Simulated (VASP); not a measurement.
# Ba3Ir: relaxation of cell and atoms with PBE

Crystal: Ba3Ir.

```xyz
4
Lattice="5.8699 0.0000 0.0000 -2.9349 5.0835 0.0000 0.0000 0.0000 6.1636" Properties=species:S:1:pos:R:3 pbc="T T T"
Ba    0.0000    0.0000    3.0818
Ba    0.0000    3.3890    0.0000
Ba    2.9349    1.6945    0.0000
Ir    0.0000    0.0000    0.0000
```

* Program: VASP 6.6.1
* Task: relaxation of cell and atoms
* Functional: PBE
* Potentials or basis: VASP PAW PBE potentials, release 64 (Ba_sv, Ir)
* Cutoff: 500 eV
* k mesh: 9 × 9 × 8
* Occupations: gaussian, width 0.1 eV
* Spin: no spin polarisation
* Dipole correction: no
* Further INCAR settings: ALGO = Normal; EDIFF = 1e-07; IBRION = 2; EDIFFG = -0.01; NSW = 100; ISIF = 3

```yaml
Relaxed_volume: 47.26 Å³/atom
Relaxed_cell: a = 5.923 Å, b = 5.923 Å, c = 6.223 Å, α = 90.00°, β = 90.00°, γ = 120.00°
Space_group_after_relaxing_to_0.05_Å: P6/mmm (No. 191)
Energy_gained_by_relaxing: 2.6 meV/atom
Ionic_steps: 2
Pressure_after_relaxing: 0.0 GPa
```

Step by step:
```tsv
step	energy change (eV)	largest force (eV/Å)	pressure (GPa)	volume (Å³)
1	0.0000	0.0000	0.67	183.92
2	-0.0103	0.0000	-0.01	189.05
```

Final structure:
```
CELL_PARAMETERS angstrom
5.92285 0.00000 0.00000
-2.96143 5.12934 0.00000
0.00000 0.00000 6.22289
ATOMIC_POSITIONS crystal
Ba 0.00000 0.00000 0.50000
Ba 0.33333 0.66667 0.00000
Ba 0.66667 0.33333 0.00000
Ir 0.00000 0.00000 0.00000
```

Levels at points of the mesh, in eV from the Fermi level:
```csv
k point,band 17,band 18,band 19,band 20,band 21,band 22
"(0.00, 0.00, 0.00)",-1.16,-1.07,-1.07,0.77,0.77,1.14
"(0.00, 0.00, 0.50)",-1.05,-0.89,-0.67,0.26,0.26,0.28
```

Run time: 5.4 min on 1 thread of AMD EPYC 9R45 96-Core Processor (Zen 5) (shared host), peak memory 0.46 GiB.

Caveat: spin-orbit coupling is left out, which moves the levels of the heavy elements.
